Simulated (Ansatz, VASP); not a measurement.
Two plane-wave programs on TaN

```
Ta N
1.0
     3.10155    0.00000    0.00000
    -1.55077    2.68602    0.00000
     0.00000    0.00000    2.58697
Ta N
1 1
Direct
  0.33333 0.66667 0.50000
  0.00000 0.00000 0.00000
```

Alike in both runs: task single point; functional r2SCAN; k mesh 24 × 24 × 18; occupations gaussian, width 0.15 eV; no spin polarisation.

|  | VASP | Ansatz |
| --- | --- | --- |
| version | VASP 6.6.1 | Ansatz 0.2.0 |
| potentials or method | VASP PAW PBE potentials, release 64 (Ta_sv_GW, N), cutoff 770 eV | scalar-relativistic, plane waves, PAW |
| valence electrons in the cell | 18 | 18 |

VASP gave:

- gap on the k mesh at the Fermi level (eV): none
- pressure (GPa): 11.2
- traceless stress, the component that is largest in VASP (GPa): 78.73

Which values does Ansatz return?

gap on the k mesh at the Fermi level (eV): none; pressure (GPa): 11.1; traceless stress, the component that is largest in VASP (GPa): 78.78.

VASP's potentials were made for PBE, not for r2SCAN. A gap of «none» marks a metal or a gap that the smearing closes.

Neither program's run includes spin-orbit coupling.
